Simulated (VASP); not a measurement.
Set up this calculation in VASP 6.6.1, as the native input.

```
Task                   : single point
Functional             : PBE
Potentials or basis    : VASP PAW PBE potentials, release 64 (Mo_sv, H)
Cutoff                 : 520 eV
k mesh                 : 6 × 6 × 1
Occupations            : gaussian, width 0.1 eV
Spin                   : no spin polarisation
Dipole correction      : yes
Further INCAR settings : ALGO = Normal; EDIFF = 1e-06; NBANDS = 52
```

The structure of Mo6H lies in POSCAR:

```
Mo6H
1.0
    4.4695765307      0.0000000000      0.0000000000
   -2.2347882654      3.8707668198      0.0000000000
    0.0000000000      0.0000000000     19.7595667350
Mo H
6 1
Direct
    0.6666666667      0.3333333333      0.2024335884
    0.3333333334      0.6666666667      0.2486060831
    0.0000000000      0.0000000000      0.2947785777
    0.6666666667      0.3333333333      0.3368821116
    0.3333333334      0.6666666667      0.3779725564
    0.0000000000      0.0000000000      0.4180034333
    0.4444444444      0.8888888889      0.4603533269
```

One way to write it, as run:

INCAR

```
ALGO     = Normal         # electronic algorithm
DIPOL    = 0.5 0.5 0.334
EDIFF    = 1E-6           # SCF threshold, eV
ENCUT    = 520            # plane-wave cutoff, eV
GGA      = PE             # functional
IDIPOL   = 3            
ISIF     = 2              # what is computed and relaxed
ISMEAR   = 0              # smearing method
LASPH    = T              # aspherical terms in the spheres
LCHARG   = T              # write CHGCAR
LDIPOL   = T            
LELF     = T              # ELF
LREAL    = F              # projectors in reciprocal space
LVACPOTAV= T            
LVHAR    = T            
LWAVE    = F              # write WAVECAR
NBANDS   = 52             # bands
NELM     = 100            # most SCF steps
PREC     = Accurate       # precision mode
SIGMA    = 0.1            # smearing width, eV
```

KPOINTS

```
k-points
0
Gamma
  6 6 1
```

Potentials or basis: VASP PAW PBE potentials, release 64 (Mo_sv, H).

Command:

```bash
$ cat potpaw_PBE.64/Mo_sv/POTCAR potpaw_PBE.64/H/POTCAR > POTCAR
$ mpirun -np 1 vasp_std > vasp.out
```

Results of the run:

The largest force is 1.828 eV/Å and the band gap on the k mesh is zero (an odd number of electrons rules out a gap without spin polarisation).

Wall time 3.9 min on 1 thread of Intel(R) Xeon(R) 6975P-C (Granite Rapids), with other jobs on the host, peak memory 0.54 GiB.
